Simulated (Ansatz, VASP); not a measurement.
# PbS in VASP and in Ansatz

The input INCAR:

```
PREC = Accurate
ENCUT = 600
EDIFF = 1E-7
ISMEAR = 1
SIGMA = 0.02
LREAL = F
LASPH = T
NELM = 80
ALGO = Normal
ISIF = 3
LWAVE = F
LCHARG = F
GGA = PS
IBRION = 2
NSW = 80
EDIFFG = -0.01
```

Contents of KPOINTS:

```
Automatic mesh
0
Gamma
  2 5 5
```

POSCAR

```
PbS
1.0
   11.2982770800      0.0000000000      0.0000000000
    0.0000000000      3.0043750300      3.0061807900
    0.0000000000     -3.0043750300      3.0061807900
Pb S
2 2
Direct
    0.6245814000      0.2566380300      0.7566380300
    0.3754186000      0.7566380300      0.2566380300
    0.6136752500      0.7643619700      0.2643619700
    0.3863247500      0.2643619700      0.7643619700
```

Input for Ansatz:

```yaml
crystal:
  lattice:
    - [11.29827708, 0.0, 0.0]
    - [0.0, 3.00437503, 3.00618079]
    - [0.0, -3.00437503, 3.00618079]
  atoms:
    - { symbol: Pb, position: [0.6245814, 0.25663803, 0.75663803] }
    - { symbol: Pb, position: [0.3754186, 0.75663803, 0.25663803] }
    - { symbol: S, position: [0.61367525, 0.76436197, 0.26436197] }
    - { symbol: S, position: [0.38632475, 0.26436197, 0.76436197] }
kpoints:
  mp_grid:
    grid: [2, 5, 5]
hamiltonian:
  xc: pbesol
scf:
  occupations:
    method: cold
    width: 0.02
relax:
  cell: {}
```

Alike in both runs: task relaxation of cell and atoms; functional PBEsol; k mesh 2 × 5 × 5; no spin polarisation.

|  | VASP | Ansatz |
| --- | --- | --- |
| version | VASP 6.6.1 | Ansatz 0.2.0 |
| potentials or method | VASP PAW PBE potentials, release 64 (Pb_d, S) | plane waves, PAW |
| plane-wave cutoff (eV) | 600 | 420 |
| occupations | methfessel-paxton of order 1, width 0.02 eV | cold, width 0.02 eV |
| valence electrons in the cell | 40 | 40 |

```csv
,VASP,Ansatz,Ansatz less VASP
relaxed volume (Å³/atom),48.80,49.08,+0.287
relaxed cell length with the largest relative difference (Å),11.218,11.292,+0.0732
```

VASP's potentials were made for PBE, not for PBEsol.

Neither program's run includes spin-orbit coupling.
